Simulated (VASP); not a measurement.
# Ga2SbP3 in VASP: single point with PBEsol

Aim: the single point of Ga2SbP3 with PBEsol.

Everything below comes from runs of VASP 6.6.1. Logs are shortened: lines on timing, memory, paths and dates and some standing lists are left out, and cuts for length are marked.

### 1 The cell of the first run

The typed cell holds 12 atoms: a = 6.299 Å, b = 6.299 Å, c = 7.795 Å, α = 90.00°, β = 90.00°, γ = 124.57°.

### 2 Single point, PBEsol

Contents of INCAR:

```
PREC = Accurate
ENCUT = 520
EDIFF = 1E-6
ISMEAR = -1
SIGMA = 0.05
LREAL = False
LASPH = True
NELM = 60
ALGO = Normal
ISIF = 2
LWAVE = False
LCHARG = False
GGA = PS
NBANDS = 58
```

Contents of KPOINTS:

```
Automatic mesh
0
Gamma
  4 4 2
```

Contents of POSCAR:

```
Ga2SbP3
1.0
    2.9274876973     -5.5777004396      0.0024474610
    2.9319105540      5.5754270385      0.0015024612
   -0.0052345191      0.0004801872      7.7948907290
Ga Sb P
4 2 6
Direct
    0.6913099711      0.4107886926      0.2498938889
    0.4117441486      0.6903583170      0.2499026758
    0.6913130297      0.4107908100      0.7498923915
    0.4117455905      0.6903613988      0.7499010240
    0.0289905702      0.0280177669     -0.0001035314
    0.0289654928      0.0280313344      0.4998969310
    0.1089172210      0.7925327403      0.2498974722
    0.7934870721      0.1079644532      0.2498947819
    0.4672103407      0.4662557684     -0.0001058365
    0.1089208185      0.7925360727      0.7498864509
    0.7934899830      0.1079679419      0.7499105755
    0.4672019939      0.4662522290      0.4998995721
```

Potentials or basis: VASP PAW PBE potentials, release 64 (Ga_d, Sb, P).

Run with:

```console
cat potpaw_PBE.64/Ga_d/POTCAR potpaw_PBE.64/Sb/POTCAR potpaw_PBE.64/P/POTCAR > POTCAR
mpirun -np 1 vasp_std > vasp.out
```

OUTCAR:

```text
PREC = Accurate
   ENCUT = 520
   EDIFF = 1E-6
   ISMEAR = -1
   LREAL = False
   LASPH = True
   NELM = 60
   ISIF = 2
   GGA = PS

 ion  position               nearest neighbor table
   1  0.691  0.411  0.250-   8 2.33   7 2.35   9 2.54  12 2.54
   2  0.412  0.690  0.250-   7 2.33   8 2.35  12 2.54   9 2.54
   3  0.691  0.411  0.750-  11 2.33  10 2.35   9 2.54  12 2.54
   4  0.412  0.690  0.750-  10 2.33  11 2.35  12 2.54   9 2.54
   5  0.029  0.028  1.000-   9 2.57  10 2.66   7 2.66  11 2.66   8 2.66   9 3.29
   6  0.029  0.028  0.500-  12 2.57   8 2.66  11 2.66  10 2.66   7 2.66  12 3.29
   7  0.109  0.793  0.250-   2 2.33   1 2.35   5 2.66   6 2.66
   8  0.793  0.108  0.250-   1 2.33   2 2.35   6 2.66   5 2.66
   9  0.467  0.466  1.000-   3 2.54   4 2.54   1 2.54   2 2.54   5 2.57   5 3.29
  10  0.109  0.793  0.750-   4 2.33   3 2.35   5 2.66   6 2.66
  11  0.793  0.108  0.750-   3 2.33   4 2.35   6 2.66   5 2.66
  12  0.467  0.466  0.500-   4 2.54   2 2.54   3 2.54   1 2.54   6 2.57   6 3.29

  LATTYP: Found a simple monoclinic cell.
 ALAT       =     5.8594000237
 B/A-ratio  =     1.3303226388
 C/A-ratio  =     2.6750382502
 COS(beta)  =    -0.9345691028

  Lattice vectors:

 A1 = (   5.8593982513,  -0.0022734011,   0.0039499222)
 A2 = (  -0.0052345191,   0.0004801872,   7.7948907290)
 A3 = ( -14.6507070566,  -5.5708802363,  -0.0094023056)

Analysis of symmetry for initial positions (statically):
=====================================================================
 Subroutine PRICEL returns:
 Original cell was already a primitive cell.

 Routine SETGRP: Setting up the symmetry group for a
 simple monoclinic supercell.

 Subroutine GETGRP returns: Found  1 space group operations
 (whereof  1 operations were pure point group operations)
 out of a pool of  4 trial point group operations.

The static configuration has the point symmetry C_1 .

Analysis of symmetry for dynamics (positions and initial velocities):
=====================================================================
 Subroutine PRICEL returns:
 Original cell was already a primitive cell.

 Routine SETGRP: Setting up the symmetry group for a
 simple monoclinic supercell.

 Subroutine GETGRP returns: Found  1 space group operations
 (whereof  1 operations were pure point group operations)
 out of a pool of  4 trial point group operations.

The dynamic configuration has the point symmetry C_1 .

 Subroutine INISYM returns: Found  1 space group operations
 (whereof  1 operations are pure point group operations),
 and found     1 'primitive' translations

----------------------------------------------------------------------------------------

                                     Primitive cell

  volume of cell :     254.7006

  direct lattice vectors                    reciprocal lattice vectors
     2.927487697 -5.577700440  0.002447461     0.170631094 -0.089728604  0.000120112
     2.931910554  5.575427038  0.001502461     0.170700677  0.089593266  0.000109112
    -0.005234519  0.000480187  7.794890729    -0.000086478  0.000010904  0.128289103

  length of vectors
     6.299280308  6.299324441  7.794892501     0.192785392  0.192784041  0.128289133

  position of ions in fractional coordinates (direct lattice)
     0.691309971  0.410788693  0.249893889
     0.411744149  0.690358317  0.249902676
     0.691313030  0.410790810  0.749892391
     0.411745590  0.690361399  0.749901024
     0.028990570  0.028017767  0.999896469
     0.028965493  0.028031334  0.499896931
     0.108917221  0.792532740  0.249897472
     0.793487072  0.107964453  0.249894782
     0.467210341  0.466255768  0.999894164
     0.108920819  0.792536073  0.749886451
     0.793489983  0.107967942  0.749910576
     0.467201994  0.466252229  0.499899572

  ion indices of the primitive-cell ions
   primitive index   ion index
                 1           1
                 2           2
                 3           3
                 4           4
                 5           5
                 6           6
                 7           7
                 8           8
                 9           9
                10          10
                11          11
                12          12

----------------------------------------------------------------------------------------

 KPOINTS: Automatic mesh

Automatic generation of k-mesh.
 Grid dimensions read from file:
 generate k-points for:    4    4    2

 Generating k-lattice:

  Cartesian coordinates                     Fractional coordinates (reciprocal lattice)
     0.042657774 -0.022432151  0.000030028     0.250000000 -0.000000000 -0.000000000
     0.042675169  0.022398317  0.000027278     0.000000000  0.250000000 -0.000000000
    -0.000043239  0.000005452  0.064144552    -0.000000000  0.000000000  0.500000000

  Length of vectors
     0.048196348  0.048196010  0.064144566

  Shift w.r.t. Gamma in fractional coordinates (k-lattice)
     0.000000000  0.000000000  0.000000000

 Subroutine IBZKPT returns following result:
 ===========================================

 Found     20 irreducible k-points:

 Following reciprocal coordinates:
            Coordinates               Weight
  0.000000  0.000000  0.000000      1.000000
  0.250000  0.000000  0.000000      2.000000
  0.000000  0.250000  0.000000      2.000000
  0.500000  0.000000  0.000000      1.000000
  0.000000  0.500000  0.000000      1.000000
  0.250000  0.250000  0.000000      2.000000
[... 12 lines left out ...]
 -0.250000  0.250000  0.500000      2.000000
  0.500000  0.500000  0.500000      1.000000
   k-points           NKPTS =     20   k-points in BZ     NKDIM =     20   number of bands    NBANDS=     58
   number of dos      NEDOS =    301   number of ions     NIONS =     12
   total plane-waves  NPLWV = 138240
   dimension x,y,z NGX =    48 NGY =   48 NGZ =   60
   dimension x,y,z NGXF=    96 NGYF=   96 NGZF=  120
   ions per type =               4   2   6
   NGX,Y,Z   is equivalent  to a cutoff of  12.67, 12.67, 12.80 a.u.
   NGXF,Y,Z  is equivalent  to a cutoff of  25.34, 25.34, 25.59 a.u.
 SYSTEM =  unknown system
   PREC   = accura    normal or accurate (medium, high low for compatibility)
   ISTART =      0    job   : 0-new  1-cont  2-samecut
   ICHARG =      2    charge: 1-file 2-atom 10-const
   ISPIN  =      1    spin polarized calculation?
   LNONCOLLINEAR =      F non collinear calculations
   LSORBIT =      F    spin-orbit coupling
   LASPH  =      T    aspherical Exc in radial PAW
   ENCUT  =  520.0 eV  38.22 Ry    6.18 a.u.  11.71 11.71 14.49*2*pi/ulx,y,z
   NELM   =     60;   NELMIN=  2; NELMDL= -5     # of ELM steps
   EDIFF  = 0.1E-05   stopping-criterion for ELM
   LREAL  =      F    real-space projection
   EDIFFG = 0.1E-04   stopping-criterion for IOM
   NSW    =      0    number of steps for IOM
   IBRION =     -1    ionic relax: 0-MD 1-quasi-New 2-CG
   NFREE  =      0    steps in history (QN), initial steepest desc. (CG)
   ISIF   =      2    stress and relaxation
   ISYM   =      2    0-nonsym 1-usesym 2-fastsym
   POTIM  = 0.5000    time-step for ionic-motion
   TEBEG  =    0.0;   TEEND  =   0.0 temperature during run
   PSTRESS=    0.0 pullay stress
   NELECT =      92.0000    total number of electrons
   NUPDOWN=      -1.0000    fix difference up-down
   EMIN   =  10.00;   EMAX   =-10.00  energy-range for DOS
   EFERMI =   0.00;   METHOD = LEGACY
   ISMEAR =    -1;   SIGMA  =   0.05  broadening in eV -4-tet -1-fermi 0-gaus
   EFERMI_NEDOS =   21; number of points for ismear=-14 and -15
   IALGO  =     38    algorithm
   IMIX   =      4    mixing-type and parameters
     AMIX     =   0.40;   BMIX     =  1.00
     AMIX_MAG =   1.60;   BMIX_MAG =  1.00
  volume/ion in A,a.u.               =      21.23       143.23
  Fermi-wavevector in a.u.,A,eV,Ry     =   1.165899  2.203229 18.494665  1.359320
  Thomas-Fermi vector in A             =   2.302419
   LORBIT       =      0    0 simple, 1 ext, 2 COOP (PROOUT), +10 PAW based schemes
   GGA     = PS    functional components
   LHFCALC =     F    Hartree Fock is set to
   AEXX    =    0.0000 exact exchange contribution
   IVDW    =     0    specifies the selected vdW correction
   LEPSILON=     F    determine dielectric tensor
   LRPA    =     F    only Hartree local field effects (RPA)
 non-spin polarized calculation
  energy-cutoff  :      520.00
  volume of cell :      254.70
 maximum number of plane-waves:      6876
 NGX is ok and might be reduce to    48
   NGX = 23   NGY = 23   NGZ = 29

 number of electron      91.9999975 magnetization

 Free energy of the ion-electron system (eV)
  ---------------------------------------------------
  ext. energy  EPLUGINS =         0.00000000
  ---------------------------------------------------
  free energy    TOTEN  =       -56.65803063 eV

  energy without entropy =      -56.62327499  energy(sigma->0) =      -56.64065281

 E-fermi :   5.8204     XC(G=0): -10.0679

 val. band max:        5.7714669764   @ k =   0.5000   0.2500   0.0000
 cond. band min:       5.8406905292   @ k =   0.2500   0.5000   0.0000
 fundamental gap:      0.0692235527
 Fermi energy:         5.8204325334

 k-point     1 :       0.0000    0.0000    0.0000
  band No.  band energies     occupation
      1      -9.2030      2.00000
      2      -9.1797      2.00000
      3      -9.1747      2.00000
      4      -9.1683      2.00000
      5      -9.1663      2.00000
      6      -9.1490      2.00000
[... 50 lines left out ...]
     57      10.2152      0.00000
     58      10.3492      0.00000

 k-point     2 :       0.2500    0.0000    0.0000
  band No.  band energies     occupation
      1      -9.2019      2.00000
      2      -9.1988      2.00000
      3      -9.1903      2.00000
      4      -9.1664      2.00000
      5      -9.1452      2.00000
      6      -9.1302      2.00000
[... 1093 lines left out ...]
      2      -9.2415      2.00000
      3      -9.1705      2.00000
      4      -9.1705      2.00000
      5      -9.1186      2.00000
      6      -9.1186      2.00000
[... 50 lines left out ...]
     57      10.1798      0.00000
     58      10.1798      0.00000

------------------------ aborting loop because EDIFF is reached ----------------------------------------

  FORCE on cell =-STRESS in cart. coord.  units (eV):
  Direction    XX          YY          ZZ          XY          YZ          ZX
  --------------------------------------------------------------------------------------
  -------------------------------------------------------------------------------------
  Total        0.0803507      0.1031533      0.1786943     -0.0005600      0.0007333     -0.0002362
  in kB        0.5054408      0.6488792      1.1240649     -0.0035223      0.0046126     -0.0014856
  external PRESSURE =       0.7594616 kB  Pullay stress =       0.0000000 kB

 VOLUME and BASIS-vectors are now :
 -----------------------------------------------------------------------------
  energy-cutoff  :      520.00
  volume of cell :      254.70
      direct lattice vectors                 reciprocal lattice vectors
     2.927487697 -5.577700440  0.002447461     0.170631094 -0.089728604  0.000120112
     2.931910554  5.575427038  0.001502461     0.170700677  0.089593266  0.000109112
    -0.005234519  0.000480187  7.794890729    -0.000086478  0.000010904  0.128289103

 POSITION                                       TOTAL-FORCE (eV/Angst)
 -----------------------------------------------------------------------------------
      3.22689     -1.56548      1.95020         0.002690     -0.007613     -0.000024
      3.22814      1.55258      1.95001         0.002631      0.007484     -0.000089
      3.22429     -1.56524      5.84764         0.002729     -0.007633     -0.000002
      3.22553      1.55283      5.84744         0.002720      0.007464     -0.000009
      0.16178     -0.00501      7.79420        -0.025558      0.000146      0.000022
      0.16436     -0.00503      3.89675        -0.025530     -0.000069      0.000013
      2.64118      3.81132      1.94938        -0.007516     -0.022200      0.000064
      2.63816     -3.82377      1.95001        -0.007534      0.022307      0.000035
      2.72954     -0.00590      7.79591         0.035254     -0.000043      0.000186
      2.63858      3.81156      5.84674        -0.007642     -0.022108     -0.000103
      2.63556     -3.82352      5.84758        -0.007614      0.022252     -0.000019
      2.73212     -0.00612      3.89851         0.035370      0.000012     -0.000075
 -----------------------------------------------------------------------------------
    total drift:                                0.000346     -0.000525     -0.000112

  FREE ENERGIE OF THE ION-ELECTRON SYSTEM (eV)
  ---------------------------------------------------
  free  energy   TOTEN  =       -56.6580306252 eV

  energy  without entropy=      -56.6232749874  energy(sigma->0) =      -56.64065281
```

It took 6.7 min on 1 thread of Intel Xeon 6975P-C, shared host; peak memory 0.5 GiB.

What came out:

```
Free energy            : -56.6580 eV
Pressure               : 0.1 GPa
Largest force          : 0.035 eV/Å
Band gap on the k mesh : zero (band 46 reaches 6.07 eV, above the bottom of band 47 at 5.41 eV)
```

Forces on the atoms (eV/Å):
```
Ga   0.003 -0.008  0.000
Ga   0.003  0.007  0.000
Ga   0.003 -0.008  0.000
Ga   0.003  0.007  0.000
Sb  -0.026  0.000  0.000
Sb  -0.026  0.000  0.000
P   -0.008 -0.022  0.000
P   -0.008  0.022  0.000
P    0.035  0.000  0.000
P   -0.008 -0.022  0.000
P   -0.008  0.022  0.000
P    0.035  0.000  0.000
```

Caveat: the k points lie up to 0.40 Å⁻¹ apart; the PAW data sets were made with another functional, which shifts forces and pressure a little; spin-orbit coupling is left out, which moves the levels of the heavy elements.
